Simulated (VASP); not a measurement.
# N in VASP: further runs, part 2 of 2

VASP 6.6.1. Earlier steps stand in the parts before.

### Step 4. Single point, PBE+D3(BJ)

This run uses another cell than the first one, of 32.75 Å³/atom.

The input, INCAR:

```
ALGO = Normal ; EDIFF = 1E-6
ENCUT = 520 ; GGA = PE
GGA_COMPAT = False ; ISIF = 2
ISMEAR = -1 ; IVDW = 12
LASPH = True ; LCHARG = False
LREAL = False ; LWAVE = False
NBANDS = 42 ; NELM = 120
PREC = Accurate ; SIGMA = 0.05
```

The input, KPOINTS:

```
k-points
0
Gamma
  1 1 1
```

The input, POSCAR:

```
N
1.0
    7.3248250000      0.0000000000      0.0000000000
    0.0000000000      7.3248250000      0.0000000000
    0.0000000000      0.0000000000      7.3248250000
N
12
Direct
    0.9303976546      0.8514742673      0.1202349544
    0.8239923821      0.9529510944      0.1527818071
    0.0536804634      0.9008679388      0.6769854570
   -0.0758243371      0.9652107730      0.6543364517
   -0.0194816941      0.4472461799      0.8198284601
   -0.1117023274      0.3683227927      0.9092230872
    0.1537374613      0.2977682061      0.4002006874
    0.2379852078      0.2594874280      0.2837746977
    0.4830286048      0.6139395822      0.0151402935
    0.4192728154      0.7331369691      0.0794831276
    0.4475874850      0.1707481066      0.7980122392
    0.3641179141      0.0697218022      0.8681982163
```

Potentials or basis: VASP PAW PBE potentials, release 64 (N).

Run with:

```sh
$ cat potpaw_PBE.64/N/POTCAR > POTCAR
$ mpirun -np 1 vasp_gam > vasp.out
```

OUTCAR:

```text
EDIFF = 1E-6
   ENCUT = 520
   GGA = PE
   ISIF = 2
   ISMEAR = -1
   IVDW = 12
   LASPH = True
   LREAL = False
   NELM = 120
   PREC = Accurate
 IVDW          = 12

 ion  position               nearest neighbor table
   1  0.930  0.851  0.120-   2 1.10
   2  0.824  0.953  0.153-   1 1.10
   3  0.054  0.901  0.677-   4 1.07
   4  0.924  0.965  0.654-   3 1.07
   5  0.981  0.447  0.820-   6 1.10
   6  0.888  0.368  0.909-   5 1.10
   7  0.154  0.298  0.400-   8 1.09
   8  0.238  0.259  0.284-   7 1.09
   9  0.483  0.614  0.015-  10 1.10
  10  0.419  0.733  0.079-   9 1.10
  11  0.448  0.171  0.798-  12 1.09
  12  0.364  0.070  0.868-  11 1.09

  LATTYP: Found a simple cubic cell.
 ALAT       =     7.3248250000

  Lattice vectors:

 A1 = (   7.3248250000,   0.0000000000,   0.0000000000)
 A2 = (   0.0000000000,   7.3248250000,   0.0000000000)
 A3 = (   0.0000000000,   0.0000000000,   7.3248250000)

Analysis of symmetry for initial positions (statically):
=====================================================================
 Subroutine PRICEL returns:
 Original cell was already a primitive cell.

 Routine SETGRP: Setting up the symmetry group for a
 simple cubic supercell.

 Subroutine GETGRP returns: Found  1 space group operations
 (whereof  1 operations were pure point group operations)
 out of a pool of 48 trial point group operations.

The static configuration has the point symmetry C_1 .

Analysis of symmetry for dynamics (positions and initial velocities):
=====================================================================
 Subroutine PRICEL returns:
 Original cell was already a primitive cell.

 Routine SETGRP: Setting up the symmetry group for a
 simple cubic supercell.

 Subroutine GETGRP returns: Found  1 space group operations
 (whereof  1 operations were pure point group operations)
 out of a pool of 48 trial point group operations.

The dynamic configuration has the point symmetry C_1 .

 Subroutine INISYM returns: Found  1 space group operations
 (whereof  1 operations are pure point group operations),
 and found     1 'primitive' translations

----------------------------------------------------------------------------------------

                                     Primitive cell

  volume of cell :     392.9993

  direct lattice vectors                    reciprocal lattice vectors
     7.324825000  0.000000000  0.000000000     0.136522033  0.000000000  0.000000000
     0.000000000  7.324825000  0.000000000     0.000000000  0.136522033  0.000000000
     0.000000000  0.000000000  7.324825000     0.000000000  0.000000000  0.136522033

  length of vectors
     7.324825000  7.324825000  7.324825000     0.136522033  0.136522033  0.136522033

  position of ions in fractional coordinates (direct lattice)
     0.930397655  0.851474267  0.120234954
     0.823992382  0.952951094  0.152781807
     0.053680463  0.900867939  0.676985457
     0.924175663  0.965210773  0.654336452
     0.980518306  0.447246180  0.819828460
     0.888297673  0.368322793  0.909223087
     0.153737461  0.297768206  0.400200687
     0.237985208  0.259487428  0.283774698
     0.483028605  0.613939582  0.015140293
     0.419272815  0.733136969  0.079483128
     0.447587485  0.170748107  0.798012239
     0.364117914  0.069721802  0.868198216

  ion indices of the primitive-cell ions
   primitive index   ion index
                 1           1
                 2           2
                 3           3
                 4           4
                 5           5
                 6           6
                 7           7
                 8           8
                 9           9
                10          10
                11          11
                12          12

----------------------------------------------------------------------------------------

 KPOINTS: k-points

Automatic generation of k-mesh.
 Grid dimensions read from file:
 generate k-points for:    1    1    1

 Generating k-lattice:

  Cartesian coordinates                     Fractional coordinates (reciprocal lattice)
     0.136522033  0.000000000  0.000000000     1.000000000  0.000000000  0.000000000
     0.000000000  0.136522033  0.000000000     0.000000000  1.000000000  0.000000000
     0.000000000  0.000000000  0.136522033     0.000000000  0.000000000  1.000000000

  Length of vectors
     0.136522033  0.136522033  0.136522033

  Shift w.r.t. Gamma in fractional coordinates (k-lattice)
     0.000000000  0.000000000  0.000000000

 Subroutine IBZKPT returns following result:
 ===========================================

 Found      1 irreducible k-points:

 Following reciprocal coordinates:
            Coordinates               Weight
  0.000000  0.000000  0.000000      1.000000
   k-points           NKPTS =      1   k-points in BZ     NKDIM =      1   number of bands    NBANDS=     42
   number of dos      NEDOS =    301   number of ions     NIONS =     12
   total plane-waves  NPLWV = 157464
   dimension x,y,z NGX =    54 NGY =   54 NGZ =   54
   dimension x,y,z NGXF=   108 NGYF=  108 NGZF=  108
   ions per type =              12
   NGX,Y,Z   is equivalent  to a cutoff of  12.26, 12.26, 12.26 a.u.
   NGXF,Y,Z  is equivalent  to a cutoff of  24.51, 24.51, 24.51 a.u.
 SYSTEM =  unknown system
   PREC   = accura    normal or accurate (medium, high low for compatibility)
   ISTART =      0    job   : 0-new  1-cont  2-samecut
   ICHARG =      2    charge: 1-file 2-atom 10-const
   ISPIN  =      1    spin polarized calculation?
   LNONCOLLINEAR =      F non collinear calculations
   LSORBIT =      F    spin-orbit coupling
   LASPH  =      T    aspherical Exc in radial PAW
   ENCUT  =  520.0 eV  38.22 Ry    6.18 a.u.  13.62 13.62 13.62*2*pi/ulx,y,z
   NELM   =    120;   NELMIN=  2; NELMDL= -5     # of ELM steps
   EDIFF  = 0.1E-05   stopping-criterion for ELM
   LREAL  =      F    real-space projection
   EDIFFG = 0.1E-04   stopping-criterion for IOM
   NSW    =      0    number of steps for IOM
   IBRION =     -1    ionic relax: 0-MD 1-quasi-New 2-CG
   NFREE  =      0    steps in history (QN), initial steepest desc. (CG)
   ISIF   =      2    stress and relaxation
   ISYM   =      2    0-nonsym 1-usesym 2-fastsym
   POTIM  = 0.5000    time-step for ionic-motion
   TEBEG  =    0.0;   TEEND  =   0.0 temperature during run
   PSTRESS=    0.0 pullay stress
   NELECT =      60.0000    total number of electrons
   NUPDOWN=      -1.0000    fix difference up-down
   EMIN   =  10.00;   EMAX   =-10.00  energy-range for DOS
   EFERMI =   0.00;   METHOD = LEGACY
   ISMEAR =    -1;   SIGMA  =   0.05  broadening in eV -4-tet -1-fermi 0-gaus
   EFERMI_NEDOS =   21; number of points for ismear=-14 and -15
   IALGO  =     38    algorithm
   IMIX   =      4    mixing-type and parameters
     AMIX     =   0.40;   BMIX     =  1.00
     AMIX_MAG =   1.60;   BMIX_MAG =  1.00
  volume/ion in A,a.u.               =      32.75       221.01
  Fermi-wavevector in a.u.,A,eV,Ry     =   0.874973  1.653459 10.416318  0.765578
  Thomas-Fermi vector in A             =   1.994579
   LORBIT       =      0    0 simple, 1 ext, 2 COOP (PROOUT), +10 PAW based schemes
   GGA     = PE    functional components
   LHFCALC =     F    Hartree Fock is set to
   AEXX    =    0.0000 exact exchange contribution
   IVDW    =    12    specifies the selected vdW correction
   LEPSILON=     F    determine dielectric tensor
   LRPA    =     F    only Hartree local field effects (RPA)
 non-spin polarized calculation
  energy-cutoff  :      520.00
  volume of cell :      393.00
 maximum number of plane-waves:      5318
 NGX is ok and might be reduce to    54
   NGX = 27   NGY = 27   NGZ = 27

 number of electron      60.0000001 magnetization

 Free energy of the ion-electron system (eV)
  ---------------------------------------------------
  ext. energy  EPLUGINS =         0.00000000
  ---------------------------------------------------
  free energy    TOTEN  =       -99.62767978 eV

  energy without entropy =      -99.62767978  energy(sigma->0) =      -99.62767978

 E-fermi :  -6.1560     XC(G=0):  -5.0794

 val. band max:       -7.4002066943   @ k =   0.0000   0.0000   0.0000
 cond. band min:       0.0907280564   @ k =   0.0000   0.0000   0.0000
 fundamental gap:      7.4909347507
 Fermi energy:        -6.1559747844

 k-point     1 :       0.0000    0.0000    0.0000
  band No.  band energies     occupation
      1     -26.5124      2.00000
      2     -26.2537      2.00000
      3     -26.0651      2.00000
      4     -26.0580      2.00000
      5     -26.0104      2.00000
      6     -25.9207      2.00000
[... 34 lines left out ...]
     41       0.8371      0.00000
     42       1.0583      0.00000

------------------------ aborting loop because EDIFF is reached ----------------------------------------

 Edisp (eV)   -0.44199

 E8    (eV) :    -0.1042

  FORCE on cell =-STRESS in cart. coord.  units (eV):
  Direction    XX          YY          ZZ          XY          YZ          ZX
  --------------------------------------------------------------------------------------
  -------------------------------------------------------------------------------------
  Total      10.27121     6.55999     4.65591    -3.13632    -0.38077    -3.25895
  in kB      41.87362    26.74374    18.98121   -12.78614    -1.55231   -13.28607
  external pressure =       29.20 kB  Pullay stress =        0.00 kB

 VOLUME and BASIS-vectors are now :
 -----------------------------------------------------------------------------
  energy-cutoff  :      520.00
  volume of cell :      393.00
      direct lattice vectors                 reciprocal lattice vectors
     7.324825000  0.000000000  0.000000000     0.136522033  0.000000000  0.000000000
     0.000000000  7.324825000  0.000000000     0.000000000  0.136522033  0.000000000
     0.000000000  0.000000000  7.324825000     0.000000000  0.000000000  0.136522033

 POSITION                                       TOTAL-FORCE (eV/Angst)
 -----------------------------------------------------------------------------------
      6.81500      6.23690      0.88070         1.112565     -1.080153     -0.323163
      6.03560      6.98020      1.11910        -1.106479      1.081959      0.357927
      0.39320      6.59870      4.95880         6.354329     -3.247022      1.027240
      6.76943      7.07000      4.79290        -6.432670      3.178908     -1.120306
      7.18213      3.27600      6.00510         0.854621      0.755222     -0.827340
      6.50662      2.69790      6.65990        -0.842773     -0.750428      0.850729
      1.12610      2.18110      2.93140        -2.232177      1.002695      3.084659
      1.74320      1.90070      2.07860         2.234489     -0.996053     -3.098027
      3.53810      4.49700      0.11090         1.131641     -2.136122     -1.186529
      3.07110      5.37010      0.58220        -1.146764      2.017829      1.259249
      3.27850      1.25070      5.84530         2.296489      2.753231     -1.933624
      2.66710      0.51070      6.35940        -2.223269     -2.580064      1.909184
 -----------------------------------------------------------------------------------
    total drift:                                0.000012     -0.000514     -0.000009

  FREE ENERGIE OF THE ION-ELECTRON SYSTEM (eV)
  ---------------------------------------------------
  free  energy   TOTEN  =      -100.0696725620 eV

  energy  without entropy=     -100.0696725620  energy(sigma->0) =     -100.06967256
```

It took 56 s on 1 thread of Intel Xeon 8259CL, shared host; peak memory 0.36 GiB.

Results:

```yaml
Free_energy: -100.0697 eV
Pressure: 2.9 GPa
Largest_force: 7.262 eV/Å
Dispersion_energy_per_atom: -0.037 eV
```

Forces on the atoms (eV/Å):
```
N    1.113 -1.080 -0.323
N   -1.106  1.082  0.358
N    6.354 -3.247  1.027
N   -6.433  3.179 -1.120
N    0.855  0.755 -0.827
N   -0.843 -0.750  0.851
N   -2.232  1.003  3.085
N    2.234 -0.996 -3.098
N    1.132 -2.136 -1.187
N   -1.147  2.018  1.259
N    2.296  2.753 -1.934
N   -2.223 -2.580  1.909
```

Stress tensor (GPa, compression positive):
```
 4.19 -1.28 -1.33
-1.28  2.67 -0.16
-1.33 -0.16  1.90
```

Caveat: the k points lie up to 0.86 Å⁻¹ apart; the standard files for N, O and F lose accuracy on very short bonds; the atoms stand as in a frame of molecular dynamics.

### Step 5. Overview

```tsv
cell	pressure (GPa)	largest force (eV/Å)
a = 6.795 Å, 12 atoms, atomic positions A	2.9	5.46
a = 7.252 Å, 12 atoms, atomic positions B	1.6	4.33
a = 7.325 Å, 12 atoms, atomic positions C	2.9	7.26
```

Alike in all rows: task single point; level PBE+D3(BJ); potentials or basis VASP PAW PBE potentials, release 64 (N); no spin polarisation; k mesh 1 × 1 × 1; cutoff (eV) 520; smearing fermi-dirac 0.05 eV.

Caveats: all runs use coarse meshes; the standard files for N, O and F lose accuracy on very short bonds; the atoms stand as in a frame of molecular dynamics.

Absolute energies hang on the potentials; compare differences alone.
